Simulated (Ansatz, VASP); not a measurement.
**One calculation of Al2Cu, two programs**

```
Al Cu
1.0
    -2.04460    2.04460    2.84320
     2.04460   -2.04460    2.84320
     2.04460    2.04460   -2.84320
Al Cu
2 1
Direct
  0.75000 0.25000 0.50000
  0.25000 0.75000 0.50000
  0.50000 0.50000 0.00000
```

Alike in both runs: task single point; functional PBE; k mesh 14 × 14 × 14; occupations gaussian, width 0.15 eV; no spin polarisation.

|  | VASP | Ansatz |
| --- | --- | --- |
| version | VASP 6.6.1 | Ansatz 0.2.0 |
| potentials or method | VASP PAW PBE potentials, release 64 (Al, Cu), cutoff 520 eV | scalar-relativistic, plane waves, PAW |
| valence electrons in the cell | 17 | 25 |

```csv
,VASP,Ansatz,Ansatz less VASP
gap on the k mesh at the Fermi level (eV),none,none,-
pressure (GPa),1.8,1.7,-0.07
"traceless stress, the component that is largest in VASP (GPa)",1.08,1.09,+0.011
```

A gap of «none» marks a metal or a gap that the smearing closes. The functional is the same, so the differences come from potentials, cutoffs and numerics. VASP's potentials hold 17 valence electrons a cell and Ansatz's 25, so a difference there can come from the potentials and not from the codes.
